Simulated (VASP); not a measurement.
ZnS, 2 atoms in the cell. Symmetry: F-43m, No. 216, cubic system. The conventional cell has a = 5.370 Å, b = 5.370 Å, c = 5.370 Å, α = 90.00°, β = 90.00°, γ = 90.00°. Zn (site symmetry -43m) has 4 S at 2.33 Å within 3.1 Å. Within 3.1 Å of S (site symmetry -43m) lie 4 Zn at 2.33 Å.  This cell differs from its parent crystal: volume scaled by 0.960.

```yaml
Program: VASP 6.6.1
Task: single point
Functional: PBE
Potentials_or_basis: VASP PAW PBE potentials, release 64 (Zn, S)
Cutoff: 520 eV
k_mesh: 12 × 12 × 12
Occupations: gaussian, width 0.05 eV
Spin: no spin polarisation
Dipole_correction: no
Further_INCAR_settings: ALGO = Normal; EDIFF = 1e-06; NBANDS = 16
```

Potentials or basis: VASP PAW PBE potentials, release 64 (Zn, S).

Run with:

```sh
$ cat potpaw_PBE.64/Zn/POTCAR potpaw_PBE.64/S/POTCAR > POTCAR
$ mpirun -np 1 vasp_std > vasp.out
```

Hardware: 1 thread of AMD EPYC 7R13, on a shared host.

Problem. Estimate the wall time of this run.

Solution. Wall time 80 s on 1 thread of AMD EPYC 7R13, on a shared host, peak memory 0.15 GiB. Counts: scf iterations 12, k points 72.
